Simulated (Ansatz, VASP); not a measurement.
ZnO: VASP beside Ansatz

```
Zn O
1.0
     3.28797    0.00000    0.00000
    -1.64398    2.84746    0.00000
     0.00000    0.00000    7.13044
Zn O
2 2
Direct
  0.00000 0.00000 0.75000
  0.00000 0.00000 0.25000
  0.33333 0.66667 0.25000
  0.66667 0.33333 0.75000
```

Alike in both runs: task single point; functional PBEsol; k mesh 6 × 6 × 3; no spin polarisation.

|  | VASP | Ansatz |
| --- | --- | --- |
| version | VASP 6.6.1 | Ansatz 0.2.0 |
| potentials or method | VASP PAW PBE potentials, release 64 (Zn, O), cutoff 600 eV | plane waves, PAW |
| occupations | gaussian, width 0.01 eV | fixed |
| valence electrons in the cell | 36 | 36 |

```tsv
	VASP	Ansatz	Ansatz less VASP
gap on the k mesh at the Fermi level (eV)	0.75	0.75	+0.001
```

VASP's potentials were made for PBE, not for PBEsol.
